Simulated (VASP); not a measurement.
# SmTi3 (Pm-3m) in VASP: single point with PBE

Aim: the single point of SmTi3 with PBE.

All numbers are computed with VASP 6.6.1; they aren't measurements. Logs are shortened: lines on timing, memory, paths and dates and some standing lists are left out, and cuts for length are marked.

### 1 The cell of the first run

It takes space group Pm-3m (No. 221, cubic). Conventional cell: a = 4.079 Å, b = 4.079 Å, c = 4.079 Å, α = 90.00°, β = 90.00°, γ = 90.00°. Sm (site symmetry m-3m) has 12 Ti at 2.88 Å within 3.8 Å. Within 3.8 Å of Ti (site symmetry 4/mmm) lie 8 Ti at 2.88 Å and 4 Sm at 2.88 Å. Ti (site symmetry 4/mmm) has 4 Sm at 2.88 Å and 8 Ti at 2.88 Å within 3.8 Å.

### 2 Single point, PBE, collinear spin, ferromagnetic start

INCAR reads:

```
ALGO = Normal
EDIFF = 1E-7
ENCUT = 520
GGA = PE
ISIF = 2
ISMEAR = -1
ISPIN = 2
LASPH = True
LCHARG = False
LMAXMIX = 6
LORBIT = 11
LREAL = False
LWAVE = False
MAGMOM = 5.4 5.4 0 0 0 0 0 0
NBANDS = 66
NELM = 150
PREC = Accurate
SIGMA = 0.1
```

KPOINTS reads:

```
k-points
0
Gamma
  3 5 3
```

POSCAR reads:

```
SmTi3
1.0
   -4.0785007200      0.0000000000     -4.0785007200
    0.0000000000     -4.0785007200      0.0000000000
   -4.0785007200      0.0000000000      4.0785007200
Sm Ti
2 6
Direct
    0.0000000000      0.0000000000      0.0000000000
    0.5000000000      0.0000000000      0.5000000000
    0.7500000000      0.5000000000      0.2500000000
    0.2500000000      0.5000000000      0.7500000000
    0.0000000000      0.0000000000      0.5000000000
    0.5000000000      0.0000000000      0.0000000000
    0.7500000000      0.5000000000      0.7500000000
    0.2500000000      0.5000000000      0.2500000000
```

Potentials or basis: VASP PAW PBE potentials, release 64 (Sm, Ti_sv).

The run is started by

```sh
$ cat potpaw_PBE.64/Sm/POTCAR potpaw_PBE.64/Ti_sv/POTCAR > POTCAR
$ mpirun -np 1 vasp_std > vasp.out
```

OUTCAR:

```text
EDIFF = 1E-7
   ENCUT = 520
   GGA = PE
   ISIF = 2
   ISMEAR = -1
   ISPIN = 2
   LASPH = True
   LORBIT = 11
   LREAL = False
   NELM = 150
   PREC = Accurate

 ion  position               nearest neighbor table
   1  0.000  0.000  0.000-   3 2.88   4 2.88   5 2.88   6 2.88   7 2.88   8 2.88   5 2.88   3 2.88
                             4 2.88   7 2.88   8 2.88   6 2.88
   2  0.500  0.000  0.500-   3 2.88   4 2.88   5 2.88   6 2.88   7 2.88   8 2.88   6 2.88   3 2.88
                             4 2.88   7 2.88   8 2.88   5 2.88
   3  0.750  0.500  0.250-   1 2.88   2 2.88   5 2.88   6 2.88   7 2.88   8 2.88   7 2.88   1 2.88
                             2 2.88   5 2.88   6 2.88   8 2.88
   4  0.250  0.500  0.750-   1 2.88   2 2.88   5 2.88   6 2.88   7 2.88   8 2.88   8 2.88   1 2.88
                             2 2.88   5 2.88   6 2.88   7 2.88
   5  0.000  0.000  0.500-   1 2.88   2 2.88   3 2.88   4 2.88   7 2.88   8 2.88   1 2.88   3 2.88
                             4 2.88   7 2.88   8 2.88   2 2.88
   6  0.500  0.000  0.000-   1 2.88   2 2.88   3 2.88   4 2.88   7 2.88   8 2.88   2 2.88   3 2.88
                             4 2.88   7 2.88   8 2.88   1 2.88
   7  0.750  0.500  0.750-   1 2.88   2 2.88   3 2.88   4 2.88   5 2.88   6 2.88   3 2.88   1 2.88
                             2 2.88   5 2.88   6 2.88   4 2.88
   8  0.250  0.500  0.250-   1 2.88   2 2.88   3 2.88   4 2.88   5 2.88   6 2.88   4 2.88   1 2.88
                             2 2.88   5 2.88   6 2.88   3 2.88

  LATTYP: Found a simple tetragonal cell.
 ALAT       =     5.7678710324
 C/A-ratio  =     0.7071067812

  Lattice vectors:

 A1 = (   4.0785007200,   0.0000000000,   4.0785007200)
 A2 = (  -4.0785007200,   0.0000000000,   4.0785007200)
 A3 = (   0.0000000000,  -4.0785007200,   0.0000000000)

Analysis of symmetry for initial positions (statically):
=====================================================================
 Subroutine PRICEL returns following result:

  LATTYP: Found a simple cubic cell.
 ALAT       =     4.0785007200
[... 12 lines left out ...]
 Subroutine GETGRP returns: Found 16 space group operations
 (whereof 16 operations were pure point group operations)
 out of a pool of 16 trial point group operations.

The static configuration has the point symmetry D_4h.

Analysis of symmetry for dynamics (positions and initial velocities):
=====================================================================
 Subroutine PRICEL returns following result:

  LATTYP: Found a simple cubic cell.
 ALAT       =     4.0785007200
[... 12 lines left out ...]
 Subroutine GETGRP returns: Found 16 space group operations
[... 163 lines left out ...]
  energy without entropy =      -62.27077794  energy(sigma->0) =      -62.46258962

 E-fermi :   8.2325     XC(G=0): -12.0711

 val. band max:        8.2274232415   @ k =   0.0000   0.0000   0.0000
 cond. band min:       8.2405747761   @ k =   0.0000   0.2000   0.0000
 fundamental gap:      0.0131515346
 Fermi energy:         8.2324599446

 spin component 1

 k-point     1 :       0.0000    0.0000    0.0000
  band No.  band energies     occupation
      1     -48.3776      1.00000
      2     -48.2860      1.00000
      3     -48.2841      1.00000
      4     -48.2841      1.00000
      5     -48.2403      1.00000
      6     -48.2390      1.00000
[... 592 lines left out ...]
     63       8.8111      0.00306
     64       8.8173      0.00288
 Fermi energy:         8.2324599446

 spin component 2

 k-point     1 :       0.0000    0.0000    0.0000
  band No.  band energies     occupation
      1     -48.4003      1.00000
      2     -48.3118      1.00000
      3     -48.3118      1.00000
      4     -48.2975      1.00000
      5     -48.2665      1.00000
      6     -48.2567      1.00000
[... 592 lines left out ...]
     63      10.1277      0.00000
     64      10.3043      0.00000
 [bands above 64 left out]

------------------------ aborting loop because EDIFF is reached ----------------------------------------

  FORCE on cell =-STRESS in cart. coord.  units (eV):
  Direction    XX          YY          ZZ          XY          YZ          ZX
  --------------------------------------------------------------------------------------
  -------------------------------------------------------------------------------------
  Total       12.4429988     12.8566087     12.4429988      0.0000000      0.0000000      0.0000000
  in kB      146.9278131    151.8117489    146.9278131      0.0000000      0.0000000      0.0000000
  external PRESSURE =     148.5557917 kB  Pullay stress =       0.0000000 kB

 VOLUME and BASIS-vectors are now :
 -----------------------------------------------------------------------------
  energy-cutoff  :      520.00
  volume of cell :      135.68
      direct lattice vectors                 reciprocal lattice vectors
    -4.078500720  0.000000000 -4.078500720    -0.122594069  0.000000000 -0.122594069
     0.000000000 -4.078500720  0.000000000     0.000000000 -0.245188139  0.000000000
    -4.078500720  0.000000000  4.078500720    -0.122594069  0.000000000  0.122594069

 POSITION                                       TOTAL-FORCE (eV/Angst)
 -----------------------------------------------------------------------------------
      0.00000      0.00000      0.00000         0.000000     -0.000000      0.000000
     -4.07850      0.00000      0.00000        -0.000000     -0.000000      0.000000
     -4.07850     -2.03925     -2.03925         0.000000      0.000000     -0.000000
     -4.07850     -2.03925      2.03925        -0.000000     -0.000000      0.000000
     -2.03925      0.00000      2.03925        -0.000000     -0.000000     -0.000000
     -2.03925      0.00000     -2.03925        -0.000000     -0.000000     -0.000000
     -6.11775     -2.03925      0.00000        -0.000000     -0.000000      0.000000
     -2.03925     -2.03925      0.00000         0.000000      0.000000     -0.000000
 -----------------------------------------------------------------------------------
    total drift:                               -0.000000     -0.000000      0.000000

  FREE ENERGIE OF THE ION-ELECTRON SYSTEM (eV)
  ---------------------------------------------------
  free  energy   TOTEN  =       -62.6544013006 eV

  energy  without entropy=      -62.2707779428  energy(sigma->0) =      -62.46258962

 total charge

# of ion       s       p       d       f       tot
--------------------------------------------------
    1        2.110   5.539   0.995   5.371  14.015
    2        2.110   5.539   0.995   5.371  14.015
    3        2.269   6.111   2.000   0.000  10.380
    4        2.269   6.111   2.000   0.000  10.380
    5        2.268   6.111   2.002   0.000  10.381
    6        2.268   6.111   2.002   0.000  10.381
    7        2.269   6.111   2.000   0.000  10.380
    8        2.269   6.111   2.000   0.000  10.380
--------------------------------------------------
tot         17.831  47.745  13.994  10.742  90.313

 magnetization (x)

# of ion       s       p       d       f       tot
--------------------------------------------------
    1       -0.002  -0.057   0.225   5.213   5.379
    2       -0.002  -0.057   0.225   5.213   5.379
    3        0.004   0.009  -0.035   0.000  -0.022
    4        0.004   0.009  -0.035   0.000  -0.022
    5        0.005   0.009  -0.017   0.000  -0.004
    6        0.005   0.009  -0.017   0.000  -0.004
    7        0.004   0.009  -0.035   0.000  -0.022
    8        0.004   0.009  -0.035   0.000  -0.022
--------------------------------------------------
tot          0.022  -0.062   0.276  10.426  10.662
```

OSZICAR:

```text
N       E                     dE             d eps       ncg     rms          rms(c)
DAV:   1     0.126100180633E+04    0.12610E+04   -0.44321E+04  3756   0.545E+03
DAV:   2     0.229044893645E+03   -0.10320E+04   -0.99119E+03  3320   0.977E+02
DAV:   3    -0.379683806561E+01   -0.23284E+03   -0.21835E+03  3654   0.291E+02
[... 43 lines left out ...]
DAV:  47    -0.626543977848E+02   -0.19456E-05   -0.56494E-06  3480   0.174E-02    0.219E-01
DAV:  48    -0.626543997781E+02   -0.19933E-05   -0.28134E-06  3256   0.123E-02    0.127E-01
DAV:  49    -0.626544003921E+02   -0.61394E-06   -0.12748E-06  2944   0.117E-02    0.686E-02
DAV:  50    -0.626544009172E+02   -0.52517E-06   -0.80287E-07  2688   0.109E-02    0.255E-02
DAV:  51    -0.626544012294E+02   -0.31220E-06   -0.72628E-07  2752   0.837E-03    0.520E-03
DAV:  52    -0.626544013006E+02   -0.71126E-07   -0.26907E-07  1984   0.569E-03
   1 F= -.62654401E+02 E0= -.62462590E+02  d E =-.383623E+00  mag=    11.4127
```

It took 17 min on 1 thread of Intel Xeon Platinum 8259CL at 2.50GHz (Skylake/Cascade Lake), shared host; peak memory 0.38 GiB.

Results:

* Free energy: -62.6544 eV
* Pressure: 14.9 GPa
* Net moment: 11.41 μB per cell
* Site moments: Sm +5.38; Ti -0.02, -0.00 (each value once) μB
* Valence electrons inside the program's atomic spheres: Sm 14.02; Ti 10.38

Caveat: the k points lie up to 0.36 Å⁻¹ apart; the magnetic or orbital state may not be the lowest; spin-orbit coupling is left out, which moves the levels of the heavy elements; semilocal functionals describe open f shells poorly, which spoils levels, moments and volumes.
